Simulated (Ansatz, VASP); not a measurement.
## GaN in VASP and in Ansatz

File INCAR:

```
PREC     = Accurate       # precision mode
ENCUT    = 600            # plane-wave cutoff, eV
EDIFF    = 1E-6           # SCF threshold, eV
ISMEAR   = 0              # smearing method
SIGMA    = 0.02           # smearing width, eV
LREAL    = False          # projectors in reciprocal space
LASPH    = True           # aspherical terms in the spheres
NELM     = 120            # most SCF steps
ALGO     = Normal         # electronic algorithm
ISIF     = 2              # what is computed and relaxed
LWAVE    = False          # write WAVECAR
LCHARG   = False          # write CHGCAR
GGA      = PE             # functional
NBANDS   = 16             # bands
GGA_COMPAT= False
```

Contents of KPOINTS:

```
regular mesh
0
Gamma
  8 8 8
```

The input POSCAR:

```
GaN
1.0
    0.0000000000      2.2766000000      2.2766000000
    2.2766000000      0.0000000000      2.2766000000
    2.2766000000      2.2766000000      0.0000000000
Ga N
1 1
Direct
    0.0000000000      0.0000000000      0.0000000000
    0.2500000000      0.2500000000      0.2500000000
```

Input for Ansatz:

```yaml
crystal:
  lattice:
    - [0.0, 2.2766, 2.2766]
    - [2.2766, 0.0, 2.2766]
    - [2.2766, 2.2766, 0.0]
  atoms:
    - { symbol: Ga, position: [0.0, 0.0, 0.0] }
    - { symbol: "N", position: [0.25, 0.25, 0.25] }
basis:
  ecutwfc: 420
kpoints:
  mp_grid: { grid: [8, 8, 8] }
hamiltonian:
  xc: pbe
scf:
  occupations: { method: gaussian, width: 0.02 }
output:
  forces: true
  stress: true
  eigenvalues: true
```

Alike in both runs: task single point; functional PBE; k mesh 8 × 8 × 8; occupations gaussian, width 0.02 eV; no spin polarisation.

|  | VASP | Ansatz |
| --- | --- | --- |
| version | VASP 6.6.1 | Ansatz 0.2.0 |
| potentials or method | VASP PAW PBE potentials, release 64 (Ga_d, N), cutoff 600 eV | scalar-relativistic, plane waves, PAW |
| valence electrons in the cell | 18 | 18 |

|  | VASP | Ansatz | Ansatz less VASP |
| --- | --- | --- | --- |
| gap on the k mesh at the Fermi level (eV) | 1.53 | 1.52 | -0.006 |
| least direct gap on the mesh (eV) | 1.53 | 1.52 | -0.006 |
| pressure (GPa) | -0.6 | -0.5 | +0.04 |
